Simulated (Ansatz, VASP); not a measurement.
# NaCl: VASP beside Ansatz

```
Na Cl
1.0
    -0.06609    2.79266    2.79266
     2.79266   -0.06609    2.79266
     2.79266    2.79266   -0.06609
Na Cl
1 1
Cartesian
  0.0000 0.0000 0.0000
  2.7596 2.7596 2.7596
```

Change from the starting cell: epitaxial_111 strain +2.0%.

Alike in both runs: task single point; functional PBE; k mesh 8 × 8 × 8; occupations fermi-dirac, width 0.02 eV; no spin polarisation.

```csv
,VASP,Ansatz
version,VASP 6.6.1,Ansatz 0.2.0
potentials or method,"VASP PAW PBE potentials, release 64 (Na_pv, Cl)","plane waves, PAW"
plane-wave cutoff (eV),520,420
valence electrons in the cell,14,16
```

|  | VASP | Ansatz | Ansatz less VASP |
| --- | --- | --- | --- |
| gap on the k mesh at the Fermi level (eV) | 5.00 | 5.00 | 0.000 |
| pressure (GPa) | 0.6 | 0.6 | +0.03 |
| traceless stress, the component that is largest in VASP (GPa) | 0.28 | 0.28 | +0.001 |

The functional is the same, so the differences come from potentials, cutoffs and numerics. VASP's potentials hold 14 valence electrons a cell and Ansatz's 16, so a difference there can come from the potentials and not from the codes.
